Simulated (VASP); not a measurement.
# As (P6/mmm) in VASP: a series of runs

As is run at these levels: revPBE; tasks: single point.

Everything below comes from runs of VASP 6.6.1. Logs are shortened: lines on timing, memory, paths and dates and some standing lists are left out, and cuts for length are marked.

## (1) The cell of the first run

The structure is hexagonal, space group P6/mmm (No. 191). Conventional cell: a = 4.874 Å, b = 4.874 Å, c = 2.842 Å, α = 90.00°, β = 90.00°, γ = 120.00°. Within 3.7 Å of As (site symmetry 6/mmm) lie 14 As at 2.84 to 3.15 Å. As (site symmetry -6m2) has 11 As at 2.81 to 3.15 Å within 3.7 Å.

This isn't the form of As at room conditions, which is rhombohedral.

## (2) Single point, revPBE (19.49 Å³/atom)

INCAR reads:

```
SYSTEM = As
PREC = Accurate
ENCUT = 520
EDIFF = 1E-6
ISMEAR = -1
SIGMA = 0.1
LREAL = .FALSE.
LASPH = .TRUE.
NELM = 60
ALGO = Normal
ISIF = 2
LWAVE = .FALSE.
LCHARG = .TRUE.
GGA = RE
LELF = .TRUE.
LVHAR = .TRUE.
NBANDS = 14
```

KPOINTS reads:

```
regular mesh
0
G
  9 9 12
  0 0 0
```

POSCAR reads:

```
As
1.0
    4.8741268704      0.0000000000      0.0000000000
   -2.4370634352      4.2211176911      0.0000000000
    0.0000000000      0.0000000000      2.8418959272
As
3
Direct
    1.0000000000      1.0000000000      0.0000000000
    0.3333333333      0.6666666667      0.5000000000
    0.6666666667      0.3333333333      0.5000000000
```

Potentials or basis: VASP PAW PBE potentials, release 64 (As).

Started as:

```sh
$ cat potpaw_PBE.64/As/POTCAR > POTCAR
$ mpirun -np 1 vasp_std > vasp.out
```

OUTCAR:

```text
SYSTEM = As
   PREC = Accurate
   ENCUT = 520
   EDIFF = 1E-6
   ISMEAR = -1
   LREAL = .FALSE.
   LASPH = .TRUE.
   NELM = 60
   ISIF = 2
   GGA = RE

 ion  position               nearest neighbor table
   1  0.000  0.000  0.000-
   2  0.333  0.667  0.500-   3 2.81   3 2.81   3 2.81
   3  0.667  0.333  0.500-   2 2.81   2 2.81   2 2.81

  LATTYP: Found a hexagonal cell.
 ALAT       =     4.8741268704
 C/A-ratio  =     0.5830574383

  Lattice vectors:

 A1 = (   4.8741268704,   0.0000000000,   0.0000000000)
 A2 = (  -2.4370634352,   4.2211176911,   0.0000000000)
 A3 = (   0.0000000000,   0.0000000000,   2.8418959272)

Analysis of symmetry for initial positions (statically):
=====================================================================
 Subroutine PRICEL returns:
 Original cell was already a primitive cell.

 Routine SETGRP: Setting up the symmetry group for a
 hexagonal supercell.

 Subroutine GETGRP returns: Found 24 space group operations
 (whereof 24 operations were pure point group operations)
 out of a pool of 24 trial point group operations.

The static configuration has the point symmetry D_6h.

Analysis of symmetry for dynamics (positions and initial velocities):
=====================================================================
 Subroutine PRICEL returns:
 Original cell was already a primitive cell.

 Routine SETGRP: Setting up the symmetry group for a
 hexagonal supercell.

 Subroutine GETGRP returns: Found 24 space group operations
 (whereof 24 operations were pure point group operations)
 out of a pool of 24 trial point group operations.

The dynamic configuration has the point symmetry D_6h.

 Subroutine INISYM returns: Found 24 space group operations
 (whereof 24 operations are pure point group operations),
 and found     1 'primitive' translations

----------------------------------------------------------------------------------------

                                     Primitive cell

  volume of cell :      58.4699

  direct lattice vectors                    reciprocal lattice vectors
     4.874126870  0.000000000  0.000000000     0.205164951  0.118452040  0.000000000
    -2.437063435  4.221117691  0.000000000     0.000000000  0.236904079  0.000000000
     0.000000000  0.000000000  2.841895927     0.000000000  0.000000000  0.351877769

  length of vectors
     4.874126870  4.874126870  2.841895927     0.236904079  0.236904079  0.351877769

  position of ions in fractional coordinates (direct lattice)
     0.000000000  0.000000000  0.000000000
     0.333333333  0.666666667  0.500000000
     0.666666667  0.333333333  0.500000000

  ion indices of the primitive-cell ions
   primitive index   ion index
                 1           1
                 2           2
                 3           3

----------------------------------------------------------------------------------------

 KPOINTS: regular mesh

Automatic generation of k-mesh.
 Grid dimensions read from file:
 generate k-points for:    9    9   12

 Generating k-lattice:

  Cartesian coordinates                     Fractional coordinates (reciprocal lattice)
     0.022796106  0.013161338  0.000000000     0.111111111  0.000000000  0.000000000
     0.000000000  0.026322675  0.000000000     0.000000000  0.111111111  0.000000000
     0.000000000  0.000000000  0.029323147     0.000000000  0.000000000  0.083333333

  Length of vectors
     0.026322675  0.026322675  0.029323147

  Shift w.r.t. Gamma in fractional coordinates (k-lattice)
     0.000000000  0.000000000  0.000000000

 Subroutine IBZKPT returns following result:
 ===========================================

 Found     84 irreducible k-points:

 Following reciprocal coordinates:
            Coordinates               Weight
  0.000000  0.000000  0.000000      1.000000
  0.111111  0.000000  0.000000      6.000000
  0.222222 -0.000000  0.000000      6.000000
  0.333333 -0.000000  0.000000      6.000000
  0.444444 -0.000000  0.000000      6.000000
  0.111111  0.111111  0.000000      6.000000
[... 16 lines left out ...]
  0.333333  0.222222  0.083333     24.000000
  0.333333  0.333333  0.083333      4.000000
 [... further k-points ...]
   k-points           NKPTS =     84   k-points in BZ     NKDIM =     84   number of bands    NBANDS=     14
   number of dos      NEDOS =    301   number of ions     NIONS =      3
   total plane-waves  NPLWV =  31104
   dimension x,y,z NGX =    36 NGY =   36 NGZ =   24
   dimension x,y,z NGXF=    72 NGYF=   72 NGZF=   48
   ions per type =               3
   NGX,Y,Z   is equivalent  to a cutoff of  12.28, 12.28, 14.04 a.u.
   NGXF,Y,Z  is equivalent  to a cutoff of  24.56, 24.56, 28.08 a.u.
 SYSTEM =  As
   PREC   = accura    normal or accurate (medium, high low for compatibility)
   ISTART =      0    job   : 0-new  1-cont  2-samecut
   ICHARG =      2    charge: 1-file 2-atom 10-const
   ISPIN  =      1    spin polarized calculation?
   LNONCOLLINEAR =      F non collinear calculations
   LSORBIT =      F    spin-orbit coupling
   LASPH  =      T    aspherical Exc in radial PAW
   ENCUT  =  520.0 eV  38.22 Ry    6.18 a.u.   9.06  9.06  5.28*2*pi/ulx,y,z
   NELM   =     60;   NELMIN=  2; NELMDL= -5     # of ELM steps
   EDIFF  = 0.1E-05   stopping-criterion for ELM
   LREAL  =      F    real-space projection
   EDIFFG = 0.1E-04   stopping-criterion for IOM
   NSW    =      0    number of steps for IOM
   IBRION =     -1    ionic relax: 0-MD 1-quasi-New 2-CG
   NFREE  =      0    steps in history (QN), initial steepest desc. (CG)
   ISIF   =      2    stress and relaxation
   ISYM   =      2    0-nonsym 1-usesym 2-fastsym
   POTIM  = 0.5000    time-step for ionic-motion
   TEBEG  =    0.0;   TEEND  =   0.0 temperature during run
   PSTRESS=    0.0 pullay stress
   NELECT =      15.0000    total number of electrons
   NUPDOWN=      -1.0000    fix difference up-down
   EMIN   =  10.00;   EMAX   =-10.00  energy-range for DOS
   EFERMI =   0.00;   METHOD = LEGACY
   ISMEAR =    -1;   SIGMA  =   0.10  broadening in eV -4-tet -1-fermi 0-gaus
   EFERMI_NEDOS =   21; number of points for ismear=-14 and -15
   IALGO  =     38    algorithm
   IMIX   =      4    mixing-type and parameters
     AMIX     =   0.40;   BMIX     =  1.00
     AMIX_MAG =   1.60;   BMIX_MAG =  1.00
  volume/ion in A,a.u.               =      19.49       131.52
  Fermi-wavevector in a.u.,A,eV,Ry     =   1.040226  1.965742 14.722462  1.082070
  Thomas-Fermi vector in A             =   2.174792
   LORBIT       =      0    0 simple, 1 ext, 2 COOP (PROOUT), +10 PAW based schemes
   GGA     = RE    functional components
   LHFCALC =     F    Hartree Fock is set to
   AEXX    =    0.0000 exact exchange contribution
   IVDW    =     0    specifies the selected vdW correction
   LEPSILON=     F    determine dielectric tensor
   LRPA    =     F    only Hartree local field effects (RPA)
 non-spin polarized calculation
  energy-cutoff  :      520.00
  volume of cell :       58.47
 maximum number of plane-waves:      1596
   NGX = 19   NGY = 19   NGZ = 11

 number of electron      14.9999998 magnetization

 Free energy of the ion-electron system (eV)
  ---------------------------------------------------
  ext. energy  EPLUGINS =         0.00000000
  ---------------------------------------------------
  free energy    TOTEN  =       -11.69753043 eV

  energy without entropy =      -11.64598623  energy(sigma->0) =      -11.67175833

 E-fermi :   6.2741     XC(G=0): -10.6361

 val. band max:        6.2715579354   @ k =   0.3333   0.1111   0.0000
 cond. band min:       6.2799361562   @ k =   0.1111   0.1111   0.4167
 fundamental gap:      0.0083782208
 Fermi energy:         6.2741342924

 k-point     1 :       0.0000    0.0000    0.0000
  band No.  band energies     occupation
      1      -8.6165      2.00000
      2      -3.4725      2.00000
      3      -3.2792      2.00000
      4       1.7289      2.00000
      5       1.7289      2.00000
      6       2.0168      2.00000
      7       2.0168      2.00000
      8       8.7120      0.00000
      9      11.7374      0.00000
     10      11.7374      0.00000
     11      12.6256      0.00000
     12      12.6397      0.00000
     13      13.3983      0.00000
     14      18.5543      0.00000

 k-point     2 :       0.1111    0.0000    0.0000
  band No.  band energies     occupation
      1      -8.5201      2.00000
      2      -3.6828      2.00000
      3      -3.5029      2.00000
      4       1.0625      2.00000
      5       1.4230      2.00000
      6       2.8682      2.00000
      7       3.1202      2.00000
      8       8.8011      0.00000
      9      11.0147      0.00000
     10      11.5109      0.00000
     11      12.4958      0.00000
     12      12.5379      0.00000
     13      13.5047      0.00000
     14      18.4182      0.00000

 k-point     3 :       0.2222   -0.0000    0.0000
  band No.  band energies     occupation
      1      -8.2321      2.00000
      2      -4.3978      2.00000
      3      -3.8456      2.00000
      4       0.4630      2.00000
      5       1.8566      2.00000
      6       4.0181      2.00000
      7       4.8109      2.00000
      8       9.0652      0.00000
      9       9.4281      0.00000
     10      10.8041      0.00000
     11      12.0734      0.00000
     12      12.3412      0.00000
     13      13.8042      0.00000
     14      17.3715      0.00000
[... 324 lines left out ...]
 k-point    23 :       0.3333    0.2222    0.0833
  band No.  band energies     occupation
      1      -6.7132      2.00000
      2      -5.9128      2.00000
      3      -5.1898      2.00000
      4       1.5528      2.00000
      5       3.0659      2.00000
      6       4.6723      2.00000
      7       7.9856      0.00000
      8       8.3684      0.00000
      9       9.2793      0.00000
     10       9.4300      0.00000
     11       9.9852      0.00000
     12      10.4279      0.00000
     13      14.4408      0.00000
     14      15.2575      0.00000

 k-point    24 :       0.3333    0.3333    0.0833
  band No.  band energies     occupation
      1      -6.0424      2.00000
      2      -6.0424      2.00000
      3      -5.9230      2.00000
      4       2.7096      2.00000
      5       3.1620      2.00000
      6       3.1620      2.00000
      7       8.5921      0.00000
      8       8.5921      0.00000
      9       9.6244      0.00000
     10       9.6779      0.00000
     11      10.0969      0.00000
     12      10.0969      0.00000
     13      14.4286      0.00000
     14      14.5960      0.00000

 [... further k-points ...]

------------------------ aborting loop because EDIFF is reached ----------------------------------------

  FORCE on cell =-STRESS in cart. coord.  units (eV):
  Direction    XX          YY          ZZ          XY          YZ          ZX
  --------------------------------------------------------------------------------------
  -------------------------------------------------------------------------------------
  Total       -0.0743505     -0.0743505      0.3827483      0.0000000      0.0000000      0.0000000
  in kB       -2.0373321     -2.0373321     10.4879685      0.0000000      0.0000000      0.0000000
  external PRESSURE =       2.1377681 kB  Pullay stress =       0.0000000 kB

 VOLUME and BASIS-vectors are now :
 -----------------------------------------------------------------------------
  energy-cutoff  :      520.00
  volume of cell :       58.47
      direct lattice vectors                 reciprocal lattice vectors
     4.874126870  0.000000000  0.000000000     0.205164951  0.118452040  0.000000000
    -2.437063435  4.221117691  0.000000000     0.000000000  0.236904079  0.000000000
     0.000000000  0.000000000  2.841895927     0.000000000  0.000000000  0.351877769

 POSITION                                       TOTAL-FORCE (eV/Angst)
 -----------------------------------------------------------------------------------
      0.00000      0.00000      0.00000        -0.000000      0.000000     -0.000000
     -0.00000      2.81408      1.42095         0.000000      0.000000      0.000000
      2.43706      1.40704      1.42095        -0.000000     -0.000000     -0.000000
 -----------------------------------------------------------------------------------
    total drift:                                0.000000      0.000000     -0.000000

  FREE ENERGIE OF THE ION-ELECTRON SYSTEM (eV)
  ---------------------------------------------------
  free  energy   TOTEN  =       -11.6975304281 eV

  energy  without entropy=      -11.6459862267  energy(sigma->0) =      -11.67175833
```

Run time: 38 s. Hardware: 1 thread of Intel Xeon 8259CL, shared host; peak memory 0.21 GiB.

Results:

```
Free energy            : -11.6975 eV
Pressure               : 0.2 GPa
Band gap on the k mesh : zero (an odd number of electrons rules out a gap without spin polarisation)
```

Stress tensor (GPa, compression positive):
```
-0.20  0.00  0.00
 0.00 -0.20  0.00
 0.00  0.00  1.05
```

Levels at points of the mesh, in eV from the Fermi level:
```
           k point  band 5  band 6  band 7  band 8  band 9  band 10  band 11  band 12
(0.00, 0.00, 0.00)   -4.55   -4.26   -4.26    2.44    5.46     5.46     6.35     6.37
(0.00, 0.00, 0.50)   -3.30   -2.47   -2.23   -2.23   -0.46    -0.46     0.66     0.66
```

Caveat: the PAW data sets were made with another functional, which shifts forces and pressure a little.

## (3) Single point, revPBE (20.27 Å³/atom)

This run uses another cell than the first one, of 20.27 Å³/atom.

INCAR reads:

```
SYSTEM = As
PREC     = Accurate       ! precision mode
ENCUT    = 520            ! plane-wave cutoff, eV
EDIFF    = 1E-6           ! SCF threshold, eV
ISMEAR   = -1             ! smearing method
SIGMA    = 0.1            ! smearing width, eV
LREAL    = .False.        ! projectors in reciprocal space
LASPH    = .True.         ! aspherical terms in the spheres
NELM     = 100            ! most SCF steps
ALGO     = Normal         ! electronic algorithm
ISIF     = 2              ! what is computed and relaxed
LWAVE    = .False.        ! write WAVECAR
LCHARG   = .False.        ! write CHGCAR
GGA      = RE             ! functional
NBANDS   = 14             ! bands
```

KPOINTS reads:

```
regular mesh
0
Gamma
  9 9 12
  0 0 0
```

POSCAR reads:

```
As
1.0
    4.9382674742      0.0000000000      0.0000000000
   -2.4691337371      4.2766650833      0.0000000000
    0.0000000000      0.0000000000      2.8792935833
As
3
Direct
    1.0000000000      1.0000000000      0.0000000000
    0.3333333333      0.6666666667      0.5000000000
    0.6666666667      0.3333333333      0.5000000000
```

Potentials or basis: VASP PAW PBE potentials, release 64 (As).

Started as:

```sh
$ cat potpaw_PBE.64/As/POTCAR > POTCAR
$ mpirun -np 1 vasp_std > vasp.out
```

Run time: 59 s. Hardware: 1 thread of Intel Xeon 8259CL, shared host; peak memory 0.21 GiB.

It converged, with:

```
Free energy            : -11.6798 eV
Pressure               : -2.6 GPa
Band gap on the k mesh : zero (an odd number of electrons rules out a gap without spin polarisation)
```

Stress tensor (GPa, compression positive):
```
-2.76  0.00  0.00
 0.00 -2.76  0.00
 0.00  0.00 -2.13
```

Levels at points of the mesh, in eV from the Fermi level:
```csv
k point,band 5,band 6,band 7,band 8,band 9,band 10,band 11,band 12
"(0.00, 0.00, 0.00)",-4.32,-4.04,-4.04,2.36,5.19,5.19,6.03,6.04
"(0.00, 0.00, 0.50)",-3.21,-2.35,-2.11,-2.11,-0.40,-0.40,0.74,0.74
```

Caveat: the PAW data sets were made with another functional, which shifts forces and pressure a little.
